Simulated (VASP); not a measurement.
Write the native input for VASP 6.6.1 that does the following.

```
Task                   : single point
Functional             : PBE
Potentials or basis    : VASP PAW PBE potentials, release 64 (C)
Cutoff                 : 520 eV
k mesh                 : 1 × 1 × 1, shifted
Occupations            : fermi-dirac, width 0.05 eV
Spin                   : no spin polarisation
Dipole correction      : no
Further INCAR settings : LREAL = Auto; ALGO = Normal; EDIFF = 1e-07; NBANDS = 46; ISYM = 0
```

The structure of C lies in POSCAR:

```
C
1.0
    5.4696720000     -0.0080320000      0.0476870000
   -0.0080320000      5.1910130000      0.0535580000
    0.0476870000      0.0535580000      5.3543890000
C
16
Direct
    0.5960070139      0.2537754565      0.7100981097
    0.9003488036      0.6679141754      0.3100644946
    0.0350899340      0.0788503602      0.6081929420
    0.2289996946      0.1262336214      0.4597624250
    0.7351236683      0.7605562502      0.7412175854
    0.8813988763      0.8409260917      0.5356085283
    0.7636919956      0.4487369427      0.7808109136
    0.3877226143      0.5229057565      0.3493709339
    0.1298390131      0.2973310161      0.0494547394
    0.2835489906      0.0912679975      0.1779958961
    0.6033469948     -0.0306007368      0.8500859960
   -0.0120904918      0.2807009822      0.8386691322
    0.4400748521      0.3052347303      0.5105909169
    0.5722252303      0.7003927562      0.2398187095
    0.4923534452      0.9265085782      0.1011148415
    0.0927076503      0.5182337980      0.2339005411
```

The input as run:

INCAR

```
PREC = Accurate
ENCUT = 520
EDIFF = 1E-7
ISMEAR = -1
SIGMA = 0.05
LREAL = Auto
LASPH = True
NELM = 100
ALGO = Normal
ISIF = 2
LWAVE = False
LCHARG = False
GGA = PE
ISYM = 0
NBANDS = 46
```

KPOINTS

```
Automatic mesh
0
Gamma
  1 1 1
  0.25 0.25 0.25
```

Potentials or basis: VASP PAW PBE potentials, release 64 (C).

The run is started by

```bash
$ cat potpaw_PBE.64/C/POTCAR > POTCAR
$ mpirun -np 1 vasp_std > vasp.out
```

It gave:

```
Pressure               : -20.4 GPa
Largest force          : 3.734 eV/Å
Band gap on the k mesh : 0.86 eV
```

Caveat: the k points lie up to 1.21 Å⁻¹ apart.

It took 9.9 s on 1 thread of Intel(R) Xeon(R) 6975P-C (Granite Rapids), on a shared host, peak memory 0.22 GiB.
